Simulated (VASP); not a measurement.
A run of VASP 6.6.1 is set up as follows.

Contents of INCAR:

```
ALGO = Normal
EDIFF = 1E-6
ENCUT = 500
GGA = PE
GGA_COMPAT = False
ISIF = 2
ISMEAR = 0
LASPH = True
LCHARG = True
LELF = True
LREAL = False
LVHAR = True
LWAVE = False
NBANDS = 16
NELM = 120
PREC = Accurate
SIGMA = 0.1
```

File KPOINTS:

```
k-points
0
Gamma
  6 6 6
```

The input POSCAR:

```
GaSb
1.0
    0.0000000000      3.0686043160      3.0686043160
    3.0686043160      0.0000000000      3.0686043160
    3.0686043160      3.0686043160      0.0000000000
Ga Sb
1 1
Direct
    0.0000000000      0.0000000000      0.0000000000
    0.7500000000      0.7500000000      0.7500000000
```

Potentials or basis: VASP PAW PBE potentials, release 64 (Ga_d, Sb).

The run is started by

```bash
$ cat potpaw_PBE.64/Ga_d/POTCAR potpaw_PBE.64/Sb/POTCAR > POTCAR
$ mpirun -np 1 vasp_std > vasp.out
```

(1) Estimate the band gap on the k mesh.

(2) Estimate the pressure.

Answers

(1) zero (filled and empty bands touch).

(2) 2.0 GPa.

Caveat: spin-orbit coupling is left out, which moves the levels of the heavy elements.
